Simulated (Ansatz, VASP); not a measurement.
BaTiO3: VASP beside Ansatz

File INCAR:

```
SYSTEM = BaTiO3
PREC     = Accurate       ! precision mode
ENCUT    = 910            ! plane-wave cutoff, eV
EDIFF    = 1E-6           ! SCF threshold, eV
ISMEAR   = -1             ! smearing method
SIGMA    = 0.05           ! smearing width, eV
LREAL    = .FALSE.        ! projectors in reciprocal space
LASPH    = .TRUE.         ! aspherical terms in the spheres
NELM     = 120            ! most SCF steps
ALGO     = Normal         ! electronic algorithm
ISIF     = 2              ! what is computed and relaxed
LWAVE    = .FALSE.        ! write WAVECAR
LCHARG   = .FALSE.        ! write CHGCAR
GGA      = PE             ! functional
NBANDS   = 28             ! bands
GGA_COMPAT= .FALSE.
```

KPOINTS

```
Automatic mesh
0
G
  7 7 7
  0 0 0
```

File POSCAR:

```
BaTiO3
1.0
    3.9587508719      0.0000000000      0.0000000000
    0.0000000000      2.8178598290      2.8260544582
    0.0000000000     -2.8178598290      2.8260544582
Ba Ti O
1 1 3
Direct
    0.0000000000      0.0000000000      0.0000000000
    0.5000000000      0.5124000000      0.5124000000
    0.5000000000      0.9918400000      0.5052400000
    0.5000000000      0.5052400000      0.9918400000
    0.0000000000      0.4874000000      0.4874000000
```

The input input.yaml:

```yaml
crystal:
  lattice:
    - [3.9587508719, 0.0, 0.0]
    - [0.0, 2.817859829, 2.8260544582]
    - [0.0, -2.817859829, 2.8260544582]
  atoms:
    - { symbol: Ba, position: [0.0, 0.0, 0.0] }
    - { symbol: Ti, position: [0.5, 0.5124, 0.5124] }
    - { symbol: O, position: [0.5, 0.99184, 0.50524] }
    - { symbol: O, position: [0.5, 0.50524, 0.99184] }
    - { symbol: O, position: [0.0, 0.4874, 0.4874] }
hamiltonian:
  xc: pbe
  pseudopotentials: { kind: paw }
kpoints:
  mp_grid: { grid: [7, 7, 7] }
scf:
  occupations: { method: fermi_dirac, width: 0.05 }
output:
  forces: true
  stress: true
  eigenvalues: true
```

Alike in both runs: task single point; functional PBE; k mesh 7 × 7 × 7; occupations fermi-dirac, width 0.05 eV; no spin polarisation.

|  | VASP | Ansatz |
| --- | --- | --- |
| version | VASP 6.6.1 | Ansatz 0.2.0 |
| potentials or method | VASP PAW PBE potentials, release 64 (Ba_sv, Ti_sv, O_h) | Ansatz PAW |
| plane-wave cutoff (eV) | 910 | 420 |
| valence electrons in the cell | 40 | 40 |

|  | VASP | Ansatz | Ansatz less VASP |
| --- | --- | --- | --- |
| gap on the k mesh at the Fermi level (eV) | 1.97 | 2.03 | +0.062 |
| least direct gap on the mesh (eV) | 2.08 | 2.10 | +0.022 |
| rms of the force components (eV/Å) | 0.109 | 0.107 | -0.0020 |

Atom by atom the forces differ by 0.009 eV/Å (rms over components).

Spin-orbit coupling is off throughout. Noted on VASP's run: the cutoff is short for stress, so the pressure is rough. Noted on Ansatz's run: odd divisions of the mesh miss points on the zone boundary, where band edges often lie, so the gap on the mesh can be too wide.
